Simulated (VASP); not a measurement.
# WSe2 in VASP: notebook

The runs below take WSe2 through electric field gradients, with PBE.

Everything below comes from runs of VASP 6.6.1. Logs are shortened: lines on timing, memory, paths and dates and some standing lists are left out, and cuts for length are marked.

## Step 1: The cell of the first run

The structure is hexagonal, space group P6_3/mmc (No. 194). The conventional cell has a = 3.290 Å, b = 3.290 Å, c = 12.581 Å, α = 90.00°, β = 90.00°, γ = 120.00°. Within 3.3 Å of W (site symmetry -6m2) lie 6 Se at 2.50 Å and 6 W at 3.29 Å. Within 3.3 Å of Se (site symmetry 3m) lie 3 W at 2.50 Å and 7 Se at 3.25 to 3.29 Å.

## Step 2: Electric field gradients, PBE (zz strain of -3 %)

INCAR reads:

```
SYSTEM = WSe2
PREC = Accurate ; ENCUT = 400
EDIFF = 1E-8 ; ISMEAR = -1
SIGMA = 0.08 ; LREAL = .FALSE.
LASPH = .TRUE. ; NELM = 120
ALGO = Normal ; ISIF = 2
LWAVE = .FALSE. ; LCHARG = .FALSE.
GGA = PE ; LEFG = .TRUE.
NBANDS = 35 ; GGA_COMPAT = .FALSE.
```

KPOINTS reads:

```
Automatic mesh
0
G
  11 11 3
  0 0 0
```

POSCAR reads:

```
WSe2
1.0
    3.2899984505      0.0000000000      0.0000000000
   -1.6449992252      2.8492222365      0.0000000000
    0.0000000000      0.0000000000     12.5809000000
W Se
2 4
Direct
    0.3333333333      0.6666666667      0.2500000000
    0.6666666667      0.3333333333      0.7500000000
    0.3333333333      0.6666666667      0.6210000000
    0.6666666667      0.3333333333      0.1210000000
    0.3333333333      0.6666666667      0.8790000000
    0.6666666667      0.3333333333      0.3790000000
```

Potentials or basis: VASP PAW PBE potentials, release 64 (W_sv, Se).

Run with:

```console
cat potpaw_PBE.64/W_sv/POTCAR potpaw_PBE.64/Se/POTCAR > POTCAR
mpirun -np 1 vasp_std > vasp.out
```

OUTCAR:

```text
SYSTEM = WSe2
   PREC = Accurate
   ENCUT = 400
   EDIFF = 1E-8
   ISMEAR = -1
   LREAL = .FALSE.
   LASPH = .TRUE.
   NELM = 120
   ISIF = 2
   GGA = PE

 ion  position               nearest neighbor table
   1  0.333  0.667  0.250-   4 2.50   6 2.50   4 2.50   6 2.50   4 2.50   6 2.50
   2  0.667  0.333  0.750-   3 2.50   5 2.50   3 2.50   5 2.50   3 2.50   5 2.50
   3  0.333  0.667  0.621-   2 2.50   2 2.50   2 2.50
   4  0.667  0.333  0.121-   1 2.50   1 2.50   1 2.50
   5  0.333  0.667  0.879-   2 2.50   2 2.50   2 2.50
   6  0.667  0.333  0.379-   1 2.50   1 2.50   1 2.50

  LATTYP: Found a hexagonal cell.
 ALAT       =     3.2899984505
 C/A-ratio  =     3.8239835639

  Lattice vectors:

 A1 = (   3.2899984505,   0.0000000000,   0.0000000000)
 A2 = (  -1.6449992252,   2.8492222365,   0.0000000000)
 A3 = (   0.0000000000,   0.0000000000,  12.5809000000)

Analysis of symmetry for initial positions (statically):
=====================================================================
 Subroutine PRICEL returns:
 Original cell was already a primitive cell.

 Routine SETGRP: Setting up the symmetry group for a
 hexagonal supercell.

 Subroutine GETGRP returns: Found 24 space group operations
 (whereof 12 operations were pure point group operations)
 out of a pool of 24 trial point group operations.

The static configuration has the point symmetry D_3d.
 The point group associated with its full space group is D_6h.

Analysis of symmetry for dynamics (positions and initial velocities):
=====================================================================
 Subroutine PRICEL returns:
 Original cell was already a primitive cell.

 Routine SETGRP: Setting up the symmetry group for a
 hexagonal supercell.

 Subroutine GETGRP returns: Found 24 space group operations
 (whereof 12 operations were pure point group operations)
 out of a pool of 24 trial point group operations.

The dynamic configuration has the point symmetry D_3d.
 The point group associated with its full space group is D_6h.

 Subroutine INISYM returns: Found 24 space group operations
 (whereof 12 operations are pure point group operations),
[... 157 lines left out ...]
 Fermi energy:         7.1944524090

 k-point     1 :       0.0000    0.0000    0.0000
  band No.  band energies     occupation
      1     -67.6743      2.00000
      2     -67.6743      2.00000
      3     -31.9384      2.00000
      4     -31.9383      2.00000
      5     -31.8306      2.00000
      6     -31.8306      2.00000
[... 901 lines left out ...]
     34      10.6286      0.00000
     35      13.6227      0.00000

 [... further k-points ...]

------------------------ aborting loop because EDIFF is reached ----------------------------------------

  FORCE on cell =-STRESS in cart. coord.  units (eV):
  Direction    XX          YY          ZZ          XY          YZ          ZX
  --------------------------------------------------------------------------------------
  -------------------------------------------------------------------------------------
  Total        5.2682270      5.2682270     10.2809257      0.0000000      0.0000000      0.0000000
  in kB       71.5717000     71.5717000    139.6719105      0.0000000      0.0000000      0.0000000
  external PRESSURE =      94.2717702 kB  Pullay stress =       0.0000000 kB

 VOLUME and BASIS-vectors are now :
 -----------------------------------------------------------------------------
  energy-cutoff  :      400.00
  volume of cell :      117.93
      direct lattice vectors                 reciprocal lattice vectors
     3.289998451  0.000000000  0.000000000     0.303951511  0.175486487  0.000000000
    -1.644999225  2.849222237  0.000000000     0.000000000  0.350972973  0.000000000
     0.000000000  0.000000000 12.580900000     0.000000000  0.000000000  0.079485569

 POSITION                                       TOTAL-FORCE (eV/Angst)
 -----------------------------------------------------------------------------------
     -0.00000      1.89948      3.14522        -0.000000     -0.000000     -0.000000
      1.64500      0.94974      9.43567        -0.000000      0.000000     -0.000000
     -0.00000      1.89948      7.81274         0.000000      0.000000     -1.117828
      1.64500      0.94974      1.52229         0.000000     -0.000000     -1.117828
     -0.00000      1.89948     11.05861        -0.000000     -0.000000      1.117828
      1.64500      0.94974      4.76816         0.000000      0.000000      1.117828
 -----------------------------------------------------------------------------------
    total drift:                                0.000000     -0.000000      0.000000

  FREE ENERGIE OF THE ION-ELECTRON SYSTEM (eV)
  ---------------------------------------------------
  free  energy   TOTEN  =       -42.9162653093 eV

  energy  without entropy=      -42.9160945542  energy(sigma->0) =      -42.91617993

 Electric field gradients (V/A^2)
---------------------------------------------------------------------
 ion       V_xx      V_yy      V_zz      V_xy      V_xz      V_yz
---------------------------------------------------------------------
   1      89.004    89.004  -178.008     0.001    -0.000     0.000
   2      89.004    89.004  -178.008     0.001     0.000    -0.000
   3      46.257    46.257   -92.514    -0.000    -0.000     0.000
   4      46.257    46.257   -92.514    -0.000     0.000    -0.000
   5      46.257    46.257   -92.514    -0.000     0.000    -0.000
   6      46.257    46.257   -92.514    -0.000    -0.000     0.000
---------------------------------------------------------------------

 Electric field gradients after diagonalization (V/A^2)
 (convention: |V_zz| > |V_xx| > |V_yy|)
----------------------------------------------------------------------
 ion       V_xx      V_yy      V_zz     asymmetry (V_yy - V_xx)/ V_zz
----------------------------------------------------------------------
   1      89.005    89.003  -178.008       0.000
   2      89.005    89.003  -178.008       0.000
   3      46.257    46.257   -92.514       0.000
   4      46.257    46.257   -92.514       0.000
   5      46.257    46.257   -92.514       0.000
   6      46.257    46.257   -92.514       0.000
----------------------------------------------------------------------

           NMR quadrupolar parameters

 Cq : quadrupolar parameter    Cq=e*Q*V_zz/h
 eta: asymmetry parameters     (V_yy - V_xx)/ V_zz
 Q  : nuclear electric quadrupole moment in mb (millibarn)
----------------------------------------------------------------------
 ion       Cq(MHz)       eta       Q (mb)
----------------------------------------------------------------------
   1      -0.430       0.000       1.000
   2      -0.430       0.000       1.000
   3      -0.224       0.000       1.000
   4      -0.224       0.000       1.000
   5      -0.224       0.000       1.000
   6      -0.224       0.000       1.000
----------------------------------------------------------------------
```

OSZICAR:

```text
N       E                     dE             d eps       ncg     rms          rms(c)
DAV:   1     0.447846843537E+03    0.44785E+03   -0.24560E+04  2504   0.120E+03
DAV:   2    -0.173942353114E+02   -0.46524E+03   -0.45023E+03  2645   0.355E+02
DAV:   3    -0.441719799809E+02   -0.26778E+02   -0.26358E+02  2735   0.834E+01
DAV:   4    -0.447041493693E+02   -0.53217E+00   -0.52980E+00  2706   0.121E+01
DAV:   5    -0.447112694223E+02   -0.71201E-02   -0.71131E-02  2676   0.147E+00    0.318E+01
DAV:   6    -0.432468732499E+02    0.14644E+01   -0.53595E+00  2493   0.154E+01    0.117E+01
DAV:   7    -0.430462369060E+02    0.20064E+00   -0.21836E+00  2363   0.720E+00    0.573E+00
DAV:   8    -0.429154348791E+02    0.13080E+00   -0.29768E-01  2504   0.381E+00    0.123E+00
DAV:   9    -0.429175426546E+02   -0.21078E-02   -0.45303E-02  2650   0.104E+00    0.832E-01
DAV:  10    -0.429162886792E+02    0.12540E-02   -0.10918E-02  2484   0.697E-01    0.125E-01
DAV:  11    -0.429162874068E+02    0.12724E-05   -0.14871E-03  2459   0.244E-01    0.175E-01
DAV:  12    -0.429162568437E+02    0.30563E-04   -0.56757E-05  2594   0.502E-02    0.101E-01
DAV:  13    -0.429162646591E+02   -0.78154E-05   -0.55038E-05  2420   0.434E-02    0.135E-02
DAV:  14    -0.429162650848E+02   -0.42562E-06   -0.61839E-06  2906   0.125E-02    0.772E-03
DAV:  15    -0.429162651695E+02   -0.84742E-07   -0.60022E-07  2643   0.416E-03    0.627E-03
DAV:  16    -0.429162653015E+02   -0.13198E-06   -0.13591E-07  2501   0.182E-03    0.178E-03
DAV:  17    -0.429162653093E+02   -0.77935E-08   -0.27608E-08  2168   0.861E-04
   1 F= -.42916265E+02 E0= -.42916180E+02  d E =-.170755E-03
```

Run time: 2.1 min. Hardware: 1 thread of Intel Xeon 8259CL, shared host; peak memory 0.24 GiB.

What came out:

| Property | Result |
| --- | --- |
| Free energy | -42.9163 eV |
| Pressure | 9.4 GPa |
| Largest force | 1.118 eV/Å |
| Band gap on the k mesh | 0.83 eV (least direct gap 1.65 eV) |
| Largest electric field gradient by atom | W -178.0; Se -92.5 V/Å² |

Forces in eV/Å, atoms in the order of the input:
```
W    0.000  0.000  0.000
W    0.000  0.000  0.000
Se   0.000  0.000 -1.118
Se   0.000  0.000 -1.118
Se   0.000  0.000  1.118
Se   0.000  0.000  1.118
```

Stress tensor (GPa, compression positive):
```
 7.16  0.00  0.00
 0.00  7.16  0.00
 0.00  0.00 13.97
```

Electric field gradients, principal values (V/Å²):
```csv
atom,least,middle,greatest (by size)
1 W,89.003,89.005,-178.008
2 W,89.003,89.005,-178.008
3 Se,46.257,46.257,-92.514
4 Se,46.257,46.257,-92.514
5 Se,46.257,46.257,-92.514
6 Se,46.257,46.257,-92.514
```

Caveat: the cell differs from its parent crystal (zz strain of -3 %); the stress differs along the axes, from 7 to 14 GPa; without QUAD_EFG the Cq values of the log hold for a quadrupole moment of 1 mb, not for the nuclei; spin-orbit coupling is left out, which moves the levels of the heavy elements; this functional lacks dispersion, which binds layers or chains, so the pressure and a relaxed spacing across them are unreliable; forces of over 1 eV/Å act on the atoms, so gaps and moduli don't describe the material at rest. A k mesh can miss the band edges.

(Part 1 of 2 ends here.)
